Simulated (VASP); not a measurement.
Set up this calculation in VASP 6.6.1, as the native input.

```
Task                   : single point
Functional             : revPBE
Dispersion             : D4
Potentials or basis    : VASP PAW PBE potentials, release 64 (Hf_pv, O)
Cutoff                 : 600 eV
k mesh                 : 5 × 8 × 4
Occupations            : fermi-dirac, width 0.05 eV
Spin                   : no spin polarisation
Dipole correction      : no
Further INCAR settings : ALGO = Normal; EDIFF = 1e-06; NBANDS = 56
```

The structure of HfO2 lies in POSCAR:

```
HfO2
1.0
    5.5528510390      0.0000000000      0.0000000000
    0.0000000000      3.3309206203      0.0000000000
    0.0000000000      0.0000000000      6.4966663778
Hf O
4 8
Direct
    0.7485206492      0.7500000000      0.6083398349
    0.2514793508      0.2500000000      0.3916601651
    0.2485206492      0.7500000000      0.8916601651
    0.7514793508      0.2500000000      0.1083398349
    0.6398444968      0.2500000000      0.4236754753
    0.3601555032      0.7500000000      0.5763245247
    0.1398444968      0.2500000000      0.0763245247
    0.8601555032      0.7500000000      0.9236754753
    0.5213125101      0.2500000000      0.8407578493
    0.4786874899      0.7500000000      0.1592421507
    0.0213125101      0.2500000000      0.6592421507
    0.9786874899      0.7500000000      0.3407578493
```

The input as run:

INCAR

```
SYSTEM = HfO2
  ALGO = Normal
  EDIFF = 1E-6
  ENCUT = 600
  GGA = RE
  GGA_COMPAT = .FALSE.
  ISIF = 2
  ISMEAR = -1
  IVDW = 13
  LASPH = .TRUE.
  LCHARG = .FALSE.
  LREAL = .FALSE.
  LWAVE = .FALSE.
  NBANDS = 56
  NELM = 120
  PREC = Accurate
  SIGMA = 0.05
```

KPOINTS

```
k-points
0
G
  5 8 4
  0 0 0
```

Potentials or basis: VASP PAW PBE potentials, release 64 (Hf_pv, O).

Run with:

```bash
$ cat potpaw_PBE.64/Hf_pv/POTCAR potpaw_PBE.64/O/POTCAR > POTCAR
$ mpirun -np 1 vasp_std > vasp.out
```

It gave:

The pressure is -4.1 GPa, the largest force is 0.073 eV/Å and the band gap on the k mesh is 3.44 eV. The dispersion energy per atom is -0.405 eV.

Caveat: the cell stands under tension; the PAW data sets were made with another functional, which shifts forces and pressure a little; spin-orbit coupling is left out, which moves the levels of the heavy elements; an odd mesh through Γ misses points on the zone boundary, where band edges can lie.

Wall time 4.9 min on 1 thread of Intel(R) Xeon(R) Platinum 8375C CPU @ 2.90GHz (Ice Lake), with other jobs on the host, peak memory 0.42 GiB.
